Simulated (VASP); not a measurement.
Input of a VASP 6.6.1 run:

Contents of INCAR:

```
ALGO = Normal
EDIFF = 1E-6
EDIFFG = -0.01
ENCUT = 600
GGA = PE
IBRION = 2
ISIF = 4
ISMEAR = 0
IVDW = 12
LASPH = True
LCHARG = False
LREAL = False
LWAVE = False
NELM = 80
NSW = 50
PREC = Accurate
SIGMA = 0.02
```

File KPOINTS:

```
k-points
0
Gamma
  9 9 2
```

The input POSCAR:

```
WSe2
1.0
    3.1748213849      0.0000000000      0.0000000000
   -1.5874106925      2.7494759718      0.0000000000
    0.0000000000      0.0000000000     12.0046894051
W Se
2 4
Direct
    0.3333333333      0.6666666667      0.2500000000
    0.6666666667      0.3333333333      0.7500000000
    0.3333333333      0.6666666667      0.6105976787
    0.6666666667      0.3333333333      0.1105976787
    0.3333333333      0.6666666667      0.8894023213
    0.6666666667      0.3333333333      0.3894023213
```

Potentials or basis: VASP PAW PBE potentials, release 64 (W_sv, Se).

Run with:

```sh
$ cat potpaw_PBE.64/W_sv/POTCAR potpaw_PBE.64/Se/POTCAR > POTCAR
$ mpirun -np 1 vasp_std > vasp.out
```

Predict the dispersion energy per atom.

-0.544 eV.

Estimate the band gap on the k mesh.

0.60 eV (least direct gap 1.24 eV).

Final structure:
```xyz
6
Lattice="3.1798 0.0000 0.0000 -1.5899 2.7538 0.0000 0.0000 0.0000 11.9672" Properties=species:S:1:pos:R:3 pbc="T T T"
W     0.0000    1.8359    2.9918
W     1.5899    0.9179    8.9754
Se    0.0000    1.8359    7.2775
Se    1.5899    0.9179    1.2939
Se    0.0000    1.8359   10.6733
Se    1.5899    0.9179    4.6897
```

Caveat: spin-orbit coupling is left out, which moves the levels of the heavy elements; an odd mesh through Γ misses points on the zone boundary, where band edges can lie.
